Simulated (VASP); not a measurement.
# Co (Fm-3m) in VASP: notebook

Co is run at these levels: PBE; tasks: single point.

All numbers are computed with VASP 6.6.1; they aren't measurements. Logs are shortened: lines on timing, memory, paths and dates and some standing lists are left out, and cuts for length are marked.

## 1. The cell of the first run

It takes space group Fm-3m (No. 225, cubic). Conventional cell: a = 3.598 Å, b = 3.598 Å, c = 3.598 Å, α = 90.00°, β = 90.00°, γ = 90.00°. Within 3.4 Å of Co (site symmetry m-3m) lie 12 Co at 2.54 Å.

This isn't the form of Co at room conditions, which is hcp.

## 2. Single point, PBE, collinear spin, ferromagnetic start

INCAR

```
SYSTEM = Co
PREC     = Accurate       ! precision mode
ENCUT    = 520            ! plane-wave cutoff, eV
EDIFF    = 1E-6           ! SCF threshold, eV
ISMEAR   = 0              ! smearing method
SIGMA    = 0.1            ! smearing width, eV
LREAL    = .False.        ! projectors in reciprocal space
LASPH    = .True.         ! aspherical terms in the spheres
NELM     = 150            ! most SCF steps
ALGO     = Normal         ! electronic algorithm
ISIF     = 2              ! what is computed and relaxed
LWAVE    = .False.        ! write WAVECAR
LCHARG   = .False.        ! write CHGCAR
ISPIN    = 2              ! spin polarisation
MAGMOM   = 3 3            ! initial moments
LORBIT   = 11             ! projections on sites
LMAXMIX  = 4              ! l up to which the mixer works
GGA      = PE             ! functional
NBANDS   = 20             ! bands
```

KPOINTS

```
Automatic mesh
0
Gamma
  7 14 14
  0 0 0
```

POSCAR

```
Co
1.0
    0.0000000000      3.5979000000      3.5979000000
    1.7989500000      0.0000000000      1.7989500000
    1.7989500000      1.7989500000      0.0000000000
Co
2
Direct
    0.0000000000      0.0000000000      0.0000000000
    0.5000000000      0.0000000000      0.0000000000
```

Potentials or basis: VASP PAW PBE potentials, release 64 (Co).

Command:

```console
cat potpaw_PBE.64/Co/POTCAR > POTCAR
mpirun -np 1 vasp_std > vasp.out
```

OUTCAR:

```text
SYSTEM = Co
   PREC = Accurate
   ENCUT = 520
   EDIFF = 1E-6
   ISMEAR = 0
   LREAL = .False.
   LASPH = .True.
   NELM = 150
   ISIF = 2
   ISPIN = 2
   LORBIT = 11
   GGA = PE

 ion  position               nearest neighbor table
   1  0.000  0.000  0.000-   2 2.54   2 2.54   2 2.54   2 2.54   2 2.54   2 2.54
   2  0.500  0.000  0.000-   1 2.54   1 2.54   1 2.54   1 2.54   1 2.54   1 2.54

  LATTYP: Found a trigonal (rhomboedric) cell.
 ALAT       =     4.4065095728
 COS(alpha) =     0.8333333333

  Lattice vectors:

 A1 = (   1.7989500000,  -1.7989500000,  -3.5979000000)
 A2 = (   3.5979000000,  -1.7989500000,  -1.7989500000)
 A3 = (   1.7989500000,  -3.5979000000,  -1.7989500000)

Analysis of symmetry for initial positions (statically):
=====================================================================
 Subroutine PRICEL returns following result:

  LATTYP: Found a face centered cubic cell.
 ALAT       =     3.5979000000
[... 12 lines left out ...]
 Subroutine GETGRP returns: Found 12 space group operations
 (whereof 12 operations were pure point group operations)
 out of a pool of 12 trial point group operations.

The static configuration has the point symmetry D_3d.

Analysis of symmetry for dynamics (positions and initial velocities):
=====================================================================
 Subroutine PRICEL returns following result:

  LATTYP: Found a face centered cubic cell.
 ALAT       =     3.5979000000
[... 12 lines left out ...]
 Subroutine GETGRP returns: Found 12 space group operations
 (whereof 12 operations were pure point group operations)
 out of a pool of 12 trial point group operations.

The dynamic configuration has the point symmetry D_3d.

Analysis of structural, dynamic, and magnetic symmetry:
=====================================================================
 Subroutine PRICEL returns following result:

  LATTYP: Found a face centered cubic cell.
 ALAT       =     3.5979000000
[... 12 lines left out ...]
 Subroutine GETGRP returns: Found 12 space group operations
 (whereof 12 operations were pure point group operations)
 out of a pool of 12 trial point group operations.

The overall configuration has the point symmetry D_3d.

 Subroutine INISYM returns: Found 12 space group operations
 (whereof 12 operations are pure point group operations),
 and found     2 'primitive' translations

----------------------------------------------------------------------------------------

                                     Primitive cell

  volume of cell :      11.6436

  direct lattice vectors                    reciprocal lattice vectors
     0.000000000  1.798950000  1.798950000    -0.277939909  0.277939909  0.277939909
     1.798950000  0.000000000  1.798950000     0.277939909 -0.277939909  0.277939909
     1.798950000  1.798950000  0.000000000     0.277939909  0.277939909 -0.277939909

  length of vectors
     2.544099488  2.544099488  2.544099488     0.481406045  0.481406045  0.481406045

  position of ions in fractional coordinates (direct lattice)
     0.000000000  0.000000000  0.000000000

  ion indices of the primitive-cell ions
   primitive index   ion index
                 1           1

----------------------------------------------------------------------------------------

 KPOINTS: Automatic mesh

Automatic generation of k-mesh.
 Grid dimensions read from file:
 generate k-points for:    7   14   14

 Generating k-lattice:

  Cartesian coordinates                     Fractional coordinates (reciprocal lattice)
    -0.019852851  0.019852851  0.019852851     0.142857143  0.000000000  0.000000000
     0.019852851 -0.019852851  0.019852851     0.000000000  0.071428571  0.000000000
     0.019852851  0.019852851 -0.019852851     0.000000000  0.000000000  0.071428571

  Length of vectors
     0.034386146  0.034386146  0.034386146

  Shift w.r.t. Gamma in fractional coordinates (k-lattice)
     0.000000000  0.000000000  0.000000000

 -----------------------------------------------------------------------------
|                                                                             |
|           W    W    AA    RRRRR   N    N  II  N    N   GGGG   !!!           |
|           W    W   A  A   R    R  NN   N  II  NN   N  G    G  !!!           |
|           W    W  A    A  R    R  N N  N  II  N N  N  G       !!!           |
|           W WW W  AAAAAA  RRRRR   N  N N  II  N  N N  G  GGG   !            |
|           WW  WW  A    A  R   R   N   NN  II  N   NN  G    G                |
[... 21 lines left out ...]
  0.285714  0.000000  0.000000      2.000000
  0.428571  0.000000  0.000000      2.000000
  0.000000  0.071429  0.000000      6.000000
  0.142857  0.071429  0.000000      6.000000
[... 16 lines left out ...]
 -0.428571  0.214286  0.000000      6.000000
 -0.285714  0.214286  0.000000      6.000000
 [... further k-points ...]
   k-points           NKPTS =    144   k-points in BZ     NKDIM =    144   number of bands    NBANDS=     20
   number of dos      NEDOS =    301   number of ions     NIONS =      2
   total plane-waves  NPLWV =  16000
   dimension x,y,z NGX =    40 NGY =   20 NGZ =   20
   dimension x,y,z NGXF=    80 NGYF=   40 NGZF=   40
   ions per type =               2
   NGX,Y,Z   is equivalent  to a cutoff of  13.07, 13.07, 13.07 a.u.
   NGXF,Y,Z  is equivalent  to a cutoff of  26.14, 26.14, 26.14 a.u.
 SYSTEM =  Co
   PREC   = accura    normal or accurate (medium, high low for compatibility)
   ISTART =      0    job   : 0-new  1-cont  2-samecut
   ICHARG =      2    charge: 1-file 2-atom 10-const
   ISPIN  =      2    spin polarized calculation?
   LNONCOLLINEAR =      F non collinear calculations
   LSORBIT =      F    spin-orbit coupling
   LASPH  =      T    aspherical Exc in radial PAW
   ENCUT  =  520.0 eV  38.22 Ry    6.18 a.u.   9.46  4.73  4.73*2*pi/ulx,y,z
   NELM   =    150;   NELMIN=  2; NELMDL= -5     # of ELM steps
   EDIFF  = 0.1E-05   stopping-criterion for ELM
   LREAL  =      F    real-space projection
   EDIFFG = 0.1E-04   stopping-criterion for IOM
   NSW    =      0    number of steps for IOM
   IBRION =     -1    ionic relax: 0-MD 1-quasi-New 2-CG
   NFREE  =      0    steps in history (QN), initial steepest desc. (CG)
   ISIF   =      2    stress and relaxation
   ISYM   =      2    0-nonsym 1-usesym 2-fastsym
   POTIM  = 0.5000    time-step for ionic-motion
   TEBEG  =    0.0;   TEEND  =   0.0 temperature during run
   PSTRESS=    0.0 pullay stress
   NELECT =      18.0000    total number of electrons
   NUPDOWN=      -1.0000    fix difference up-down
   EMIN   =  10.00;   EMAX   =-10.00  energy-range for DOS
   EFERMI =   0.00;   METHOD = LEGACY
   ISMEAR =     0;   SIGMA  =   0.10  broadening in eV -4-tet -1-fermi 0-gaus
   EFERMI_NEDOS =   21; number of points for ismear=-14 and -15
   IALGO  =     38    algorithm
   IMIX   =      4    mixing-type and parameters
     AMIX     =   0.40;   BMIX     =  1.00
     AMIX_MAG =   1.60;   BMIX_MAG =  1.00
  volume/ion in A,a.u.               =      11.64        78.57
  Fermi-wavevector in a.u.,A,eV,Ry     =   1.502427  2.839174 30.712233  2.257285
  Thomas-Fermi vector in A             =   2.613669
   LORBIT       =     11    0 simple, 1 ext, 2 COOP (PROOUT), +10 PAW based schemes
   GGA     = PE    functional components
   LHFCALC =     F    Hartree Fock is set to
   AEXX    =    0.0000 exact exchange contribution
   IVDW    =     0    specifies the selected vdW correction
   LEPSILON=     F    determine dielectric tensor
   LRPA    =     F    only Hartree local field effects (RPA)
 spin polarized calculation
 Gauss-broadening in eV      SIGMA  =   0.10
  energy-cutoff  :      520.00
  volume of cell :       23.29
 maximum number of plane-waves:       663
 NGX is ok and might be reduce to    40
   NGX = 19   NGY =  9   NGZ =  9

 number of electron      18.0000010 magnetization       3.4545238

 Free energy of the ion-electron system (eV)
  ---------------------------------------------------
  ext. energy  EPLUGINS =         0.00000000
  ---------------------------------------------------
  free energy    TOTEN  =       -13.98202337 eV

  energy without entropy =      -13.97027742  energy(sigma->0) =      -13.97615040

 E-fermi :   9.4152     XC(G=0): -12.9953

 val. band max:        9.4145430530   @ k =   0.4286   0.3571   0.0000
 cond. band min:       9.4329244521   @ k =  -0.2857   0.5000   0.2143
 fundamental gap:      0.0183813991
 Fermi energy:         9.4151785097

 spin component 1

 k-point     1 :       0.0000    0.0000    0.0000
  band No.  band energies     occupation
      1       0.7772      1.00000
      2       4.4718      1.00000
      3       6.6017      1.00000
      4       6.6017      1.00000
      5       6.7386      1.00000
      6       6.7386      1.00000
[... 541 lines left out ...]
     19      34.0660      0.00000
     20      35.4227      0.00000

 [... further k-points ...]

 spin component 2

 k-point     1 :       0.0000    0.0000    0.0000
  band No.  band energies     occupation
      1       0.7927      1.00000
      2       5.4283      1.00000
      3       8.3837      1.00000
      4       8.3837      1.00000
      5       8.3837      1.00000
      6       8.3971      1.00000
[... 541 lines left out ...]
     19      34.0261      0.00000
     20      35.7423      0.00000

 [... further k-points ...]

------------------------ aborting loop because EDIFF is reached ----------------------------------------

  FORCE on cell =-STRESS in cart. coord.  units (eV):
  Direction    XX          YY          ZZ          XY          YZ          ZX
  --------------------------------------------------------------------------------------
  -------------------------------------------------------------------------------------
  Total       -1.6757355     -1.6757355     -1.6757355     -0.0000008      0.0000008     -0.0000008
  in kB     -115.2918981   -115.2918981   -115.2918981     -0.0000572      0.0000572     -0.0000572
  external PRESSURE =    -115.2918981 kB  Pullay stress =       0.0000000 kB

 VOLUME and BASIS-vectors are now :
 -----------------------------------------------------------------------------
  energy-cutoff  :      520.00
  volume of cell :       23.29
      direct lattice vectors                 reciprocal lattice vectors
     0.000000000  3.597900000  3.597900000    -0.138969955  0.138969955  0.138969955
     1.798950000  0.000000000  1.798950000     0.277939909 -0.277939909  0.277939909
     1.798950000  1.798950000  0.000000000     0.277939909  0.277939909 -0.277939909

 POSITION                                       TOTAL-FORCE (eV/Angst)
 -----------------------------------------------------------------------------------
      0.00000      0.00000      0.00000         0.000000      0.000000     -0.000000
      0.00000      1.79895      1.79895        -0.000000     -0.000000      0.000000
 -----------------------------------------------------------------------------------
    total drift:                               -0.000000     -0.000000     -0.000000

  FREE ENERGIE OF THE ION-ELECTRON SYSTEM (eV)
  ---------------------------------------------------
  free  energy   TOTEN  =       -13.9820233703 eV

  energy  without entropy=      -13.9702774243  energy(sigma->0) =      -13.97615040

 total charge

# of ion       s       p       d       tot
------------------------------------------
    1        0.464   0.467   7.211   8.142
    2        0.464   0.467   7.211   8.142
--------------------------------------------------
tot          0.927   0.934  14.422  16.284

 magnetization (x)

# of ion       s       p       d       tot
------------------------------------------
    1       -0.010  -0.046   1.812   1.756
    2       -0.010  -0.046   1.812   1.756
--------------------------------------------------
tot         -0.019  -0.092   3.623   3.512
```

Wall time 2.6 min (1 thread of Intel Xeon 8259CL, shared host); peak memory 0.23 GiB.

Results:

* Free energy: -13.9820 eV
* Pressure: -11.5 GPa
* Net moment: 3.45 μB per cell
* Site moments: Co +1.76 μB
* Valence electrons inside the program's atomic spheres: Co 8.14

Caveat: the cell stands under tension.

## 3. Single point, PBE, collinear spin, antiferromagnetic start

INCAR

```
PREC     = Accurate       # precision mode
ENCUT    = 520            # plane-wave cutoff, eV
EDIFF    = 1E-7           # SCF threshold, eV
ISMEAR   = 0              # smearing method
SIGMA    = 0.1            # smearing width, eV
LREAL    = False          # projectors in reciprocal space
LASPH    = True           # aspherical terms in the spheres
NELM     = 150            # most SCF steps
ALGO     = Normal         # electronic algorithm
ISIF     = 2              # what is computed and relaxed
LWAVE    = False          # write WAVECAR
LCHARG   = False          # write CHGCAR
ISPIN    = 2              # spin polarisation
MAGMOM   = 3 -3           # initial moments
LORBIT   = 11             # projections on sites
LMAXMIX  = 4              # l up to which the mixer works
GGA      = PE             # functional
NBANDS   = 20             # bands
```

KPOINTS

```
regular mesh
0
Gamma
  7 14 14
```

POSCAR is that of step 2.

Potentials or basis: VASP PAW PBE potentials, release 64 (Co).

Command:

```console
cat potpaw_PBE.64/Co/POTCAR > POTCAR
mpirun -np 1 vasp_std > vasp.out
```

Run time: 3.3 min. Hardware: 1 thread of Intel Xeon 8259CL, shared host; peak memory 0.23 GiB.

Results (log left out):

```
Free energy                                           : -13.5319 eV
Pressure                                              : -15.3 GPa
Band gap on the k mesh                                : zero (filled and empty bands overlap)
Net moment                                            : 0.00 μB per cell
Site moments                                          : Co +1.31, -1.31 μB
Valence electrons inside the program's atomic spheres : Co 8.14
```

Stress tensor (GPa, compression positive):
```
-15.32  -2.22  -2.22
 -2.22 -15.32   2.22
 -2.22   2.22 -15.32
```

Levels at points of the mesh, in eV from the Fermi level:
Spin up:
```tsv
k point	band 5	band 6	band 7	band 8	band 9	band 10	band 11	band 12	band 13	band 14
(0.00, 0.00, 0.00)	-1.73	-1.71	-1.71	-0.51	-0.51	-0.16	0.48	0.48	6.12	21.01
(0.00, 0.50, 0.00)	-1.71	-0.50	-0.14	0.00	0.42	0.52	0.98	2.51	6.13	9.42
```
Spin down:
| k point | band 6 | band 7 | band 8 | band 9 | band 10 | band 11 | band 12 | band 13 |
| --- | --- | --- | --- | --- | --- | --- | --- | --- |
| (0.00, 0.00, 0.00) | -1.71 | -1.71 | -0.51 | -0.51 | -0.16 | 0.48 | 0.48 | 6.12 |
| (0.00, 0.50, 0.00) | -0.50 | -0.14 | 0.00 | 0.42 | 0.52 | 0.98 | 2.51 | 6.13 |

Caveat: the cell stands under tension.
